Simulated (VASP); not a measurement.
CsLiCr2Te2S3: single point with PBE

CsLiCr2Te2S3:

```
CELL_PARAMETERS angstrom
3.31929 1.91639 6.87982
-3.31929 1.91639 6.87982
0.00000 -3.83279 6.87982
ATOMIC_POSITIONS crystal
Cs 0.00000 0.00000 0.00000
Li 0.50000 0.50000 0.50000
Cr 0.79848 0.79848 0.79848
Cr 0.20152 0.20152 0.20152
Te 0.67990 0.67990 0.67990
Te 0.32010 0.32010 0.32010
S 0.13626 0.86374 0.50000
S 0.50000 0.13626 0.86374
S 0.86374 0.50000 0.13626
```

* Program: VASP 6.6.1
* Task: single point
* Functional: PBE
* Potentials or basis: VASP PAW PBE potentials, release 64 (Cs_sv, Li_sv, Cr_pv, Te, S)
* Cutoff: 520 eV
* k mesh: 2 × 2 × 2
* Occupations: fermi-dirac, width 0.05 eV
* Spin: collinear spin, ferromagnetic start
* Starting moments: [0.0, 0.0, 3.0, 3.0, 0.0, 0.0, 0.0, 0.0, 0.0] μB

```json
{"Largest force": "0.133 eV/Å", "Band gap on the k mesh": "zero (filled and empty bands overlap)", "Net moment": "4.01 μB per cell", "Site moments": "Cs -0.01; Li +0.00; Cr +2.32; Te -0.24; S -0.07 μB", "Valence electrons inside the program's atomic spheres": "Cs 6.57; Li 2.06; Cr 10.79; Te 3.39; S 3.75"}
```

Forces in eV/Å, atoms in the order of the input:
```
Cs   0.000  0.000  0.000
Li   0.000  0.000  0.000
Cr   0.000  0.000 -0.133
Cr   0.000  0.000  0.133
Te   0.000  0.000  0.054
Te   0.000  0.000 -0.054
S    0.063  0.000  0.000
S   -0.031  0.054  0.000
S   -0.031 -0.054  0.000
```

Levels at points of the mesh, in eV from the Fermi level:
Spin up:
| k point | band 31 | band 32 | band 33 | band 34 | band 35 | band 36 | band 37 | band 38 | band 39 | band 40 |
| --- | --- | --- | --- | --- | --- | --- | --- | --- | --- | --- |
| (0.00, 0.00, 0.00) | -1.47 | -0.48 | -0.48 | -0.15 | -0.15 | 0.09 | 0.34 | 0.34 | 1.73 | 1.81 |
| (0.50, 0.00, 0.00) | -1.35 | -1.07 | -0.49 | -0.26 | -0.17 | 0.43 | 0.80 | 0.80 | 0.88 | 1.07 |
| (0.50, 0.50, 0.00) | -0.94 | -0.83 | -0.65 | -0.34 | -0.03 | 0.13 | 0.44 | 0.45 | 0.91 | 1.21 |
| (0.50, 0.50, 0.50) | -1.43 | -1.14 | -1.14 | -0.43 | -0.21 | -0.21 | 0.87 | 0.87 | 1.15 | 1.65 |
Spin down:
| k point | band 27 | band 28 | band 29 | band 30 | band 31 | band 32 | band 33 | band 34 | band 35 | band 36 |
| --- | --- | --- | --- | --- | --- | --- | --- | --- | --- | --- |
| (0.00, 0.00, 0.00) | -2.05 | -2.02 | -1.74 | -0.22 | -0.22 | 0.72 | 0.72 | 1.09 | 1.09 | 1.10 |
| (0.50, 0.00, 0.00) | -2.00 | -1.67 | -1.47 | -0.90 | -0.77 | 0.82 | 1.12 | 1.30 | 1.60 | 1.69 |
| (0.50, 0.50, 0.00) | -2.17 | -1.93 | -1.59 | -0.68 | -0.31 | 0.88 | 0.90 | 1.10 | 1.50 | 1.50 |
| (0.50, 0.50, 0.50) | -1.89 | -1.63 | -1.63 | -0.74 | -0.74 | 0.72 | 0.72 | 0.89 | 1.22 | 1.22 |

Wall time 2.5 min on 1 thread of Intel(R) Xeon(R) 6975P-C (Granite Rapids), on a shared host, peak memory 0.71 GiB.

Caveat: the k points lie up to 0.57 Å⁻¹ apart; spin-orbit coupling is left out, which moves the levels of the heavy elements; only a ferromagnetic start was run, and an antiferromagnetic order may lie lower in energy. With open d or f shells a metallic result of PBE can be an artefact of self-interaction; +U or a hybrid may open a gap.
